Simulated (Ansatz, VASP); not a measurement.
**One calculation of C, two programs**

The input INCAR:

```
PREC = Accurate
ENCUT = 520
EDIFF = 1E-6
ISMEAR = 0
SIGMA = 0.1
LREAL = F
LASPH = T
NELM = 150
ALGO = Normal
ISIF = 2
LWAVE = F
LCHARG = T
ISPIN = 2
MAGMOM = 1 1 1 1 1 1 1 1 1 1
LORBIT = 11
GGA = PE
LELF = T
LVHAR = T
NBANDS = 35
```

The input KPOINTS:

```
Automatic mesh
0
Gamma
  6 6 6
```

Contents of POSCAR:

```
C
1.0
    4.7236937000      0.0000000000      0.0000000000
   -2.3618468500      4.0908387400      0.0000000000
    0.0000000000      0.0000000000      2.9353966100
C
10
Direct
    0.3048500100      0.9218300000      0.7500000000
    0.6951499900      0.0781700000      0.2500000000
    0.6169799900      0.6951499900      0.7500000000
    0.3830200100      0.3048500100      0.2500000000
    0.0781700000      0.3830200100      0.7500000000
    0.9218300000      0.6169799900      0.2500000000
    0.6666666700      0.3333333300      0.7500000000
    0.3333333300      0.6666666700      0.2500000000
    0.0000000000      0.0000000000      0.0000000000
    0.0000000000      0.0000000000      0.5000000000
```

Input for Ansatz:

```yaml
crystal:
  lattice:
    - [4.7236937, 0.0, 0.0]
    - [-2.36184685, 4.09083874, 0.0]
    - [0.0, 0.0, 2.93539661]
  atoms:
    - { symbol: C, position: [0.30485001, 0.92183, 0.75], spin: 1.0 }
    - { symbol: C, position: [0.69514999, 0.07817, 0.25], spin: 1.0 }
    - { symbol: C, position: [0.61697999, 0.69514999, 0.75], spin: 1.0 }
    - { symbol: C, position: [0.38302001, 0.30485001, 0.25], spin: 1.0 }
    - { symbol: C, position: [0.07817, 0.38302001, 0.75], spin: 1.0 }
    - { symbol: C, position: [0.92183, 0.61697999, 0.25], spin: 1.0 }
    - { symbol: C, position: [0.66666667, 0.33333333, 0.75], spin: 1.0 }
    - { symbol: C, position: [0.33333333, 0.66666667, 0.25], spin: 1.0 }
    - { symbol: C, position: [0.0, 0.0, 0.0], spin: 1.0 }
    - { symbol: C, position: [0.0, 0.0, 0.5], spin: 1.0 }
basis:
  ecutwfc: 420
kpoints:
  mp_grid: { grid: [6, 6, 6] }
hamiltonian:
  xc: pbe
scf:
  occupations: { method: gaussian, width: 0.1 }
  lower_state_search: "off"
output:
  forces: true
  stress: true
  eigenvalues: true
  populations: true
magnetization:
  spin_polarized: true
```

Alike in both runs: task single point; functional PBE; k mesh 6 × 6 × 6; occupations gaussian, width 0.1 eV; collinear spin.

|  | VASP | Ansatz |
| --- | --- | --- |
| version | VASP 6.6.1 | Ansatz 0.2.0 |
| potentials or method | VASP PAW PBE potentials, release 64 (C), cutoff 520 eV | scalar-relativistic, plane waves, PAW |
| valence electrons in the cell | 40 | 40 |

|  | VASP | Ansatz | Ansatz less VASP |
| --- | --- | --- | --- |
| gap on the k mesh at the Fermi level (eV) | none | none | - |
| rms of the force components (eV/Å) | 0.803 | 0.803 | +0.0004 |
| net moment per atom (μB) | 0.00 | 0.00 | 0.000 |

Atom by atom the forces differ by 0.001 eV/Å (rms over components). A gap of «none» marks a metal or a gap that the smearing closes. With one functional, cell and mesh, what is left measures potentials, basis and numerics. Ansatz's warnings: seeded moment not kept.
